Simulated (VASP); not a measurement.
**SiGe3: single point with PBE**

The system is SiGe3.

```
Si Ge
1.0
     5.15837    0.00000    0.00000
    -2.57919    4.46728    0.00000
     0.00000    0.00000    3.65720
Si Ge
1 3
Cartesian
  0.0000 0.0000 1.8286
  1.8332 0.0000 0.0000
  -0.9166 1.5876 0.0000
  1.6626 2.8796 0.0000
```

The cell was built from a structure type or drawn by symmetry, and may not be a known phase.

```
Program                : VASP 6.6.1
Task                   : single point
Functional             : PBE
Potentials or basis    : VASP PAW PBE potentials, release 64 (Si, Ge_d)
Cutoff                 : 500 eV
k mesh                 : 5 × 5 × 4
Occupations            : gaussian, width 0.2 eV
Spin                   : no spin polarisation
Dipole correction      : no
Further INCAR settings : ALGO = Normal; EDIFF = 1e-06; NBANDS = 31
```

```json
{
  "Pressure": "-0.1 GPa",
  "Band gap on the k mesh": "zero (bands 23 and 24 overlap by 3.11 eV)"
}
```

Stress tensor (GPa, compression positive):
```
 0.04  0.00  0.00
 0.00  0.04  0.00
 0.00  0.00 -0.48
```

Levels at points of the mesh, in eV from the Fermi level:
```csv
k point,band 21,band 22,band 23,band 24,band 25,band 26
"(0.00, 0.00, 0.00)",-3.20,-2.67,-1.84,1.27,3.61,3.61
"(0.00, 0.00, 0.50)",-2.00,-2.00,-1.93,-1.84,-1.84,0.09
```

Run time: 23 s on 1 thread of Intel(R) Xeon(R) 6975P-C (Granite Rapids), on a shared host, peak memory 0.2 GiB.

Caveat: the k points lie up to 0.43 Å⁻¹ apart, too coarse for converged energies and pressures of a metal.
